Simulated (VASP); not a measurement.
Crystal: CoO.

```
Co O
1.0
    -1.50800    1.50800    2.10725
     1.50800   -1.50800    2.10725
     1.50800    1.50800   -2.10725
Co O
1 1
Direct
  0.00000 0.00000 0.00000
  0.50000 0.50000 0.00000
```

Base run:

| Item | Value |
| --- | --- |
| Program | VASP 6.6.1 |
| Functional | PBE |
| Potentials or basis | VASP PAW PBE potentials, release 64 (Co_sv, O) |
| Cutoff | 600 eV |
| k mesh | 10 × 10 × 10 |
| Occupations | fermi-dirac, width 0.05 eV |
| Spin | collinear spin, ferromagnetic start |
| Starting moments | [2.0, 0.0] μB |
| Fixed moment | 2 μB |

Its results: pressure -9.9 GPa; site moments Co +1.85; O +0.07 μB.

Problem. The run is repeated on the same cell with these changes: fixed moment from 2 μB to 0.5 μB; moments at the start from [2.0, 0.0] to [0.5, 0.0]. What comes out?

Solution. Pressure -19.3 GPa; site moments Co +0.50; O -0.03 μB.

Caveats: the cell stands under tension; the total moment is fixed, so each spin has its own Fermi level; a cell with one magnetic atom can't hold antiferromagnetic order, which such compounds often take.
